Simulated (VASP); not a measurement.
Input of a VASP 6.6.1 run:

The input INCAR:

```
SYSTEM = CdS
  PREC = Accurate
  ENCUT = 520
  EDIFF = 1E-6
  ISMEAR = -1
  SIGMA = 0.05
  LREAL = .False.
  LASPH = .True.
  NELM = 60
  ALGO = Normal
  ISIF = 2
  LWAVE = .False.
  LCHARG = .True.
  GGA = PE
  LELF = .True.
  LVHAR = .True.
  NBANDS = 16
```

KPOINTS

```
regular mesh
0
Gamma
  14 14 14
  0 0 0
```

Contents of POSCAR:

```
CdS
1.0
    3.3167200724      0.0000000000      0.0000000000
    0.0000000000      3.3167200724      0.0000000000
    0.0000000000      0.0000000000      3.3167200724
Cd S
1 1
Direct
    0.0000000000      0.0000000000      0.0000000000
    0.5000000000      0.5000000000      0.5000000000
```

Potentials or basis: VASP PAW PBE potentials, release 64 (Cd, S).

Launch:

```console
$ cat potpaw_PBE.64/Cd/POTCAR potpaw_PBE.64/S/POTCAR > POTCAR
$ mpirun -np 1 vasp_std > vasp.out
```

Question: What does it give for the pressure?

Answer: 7.5 GPa.

Question: Predict the band gap on the k mesh.

Answer: Zero (band 9 reaches 4.71 eV, above the bottom of band 10 at 3.97 eV).
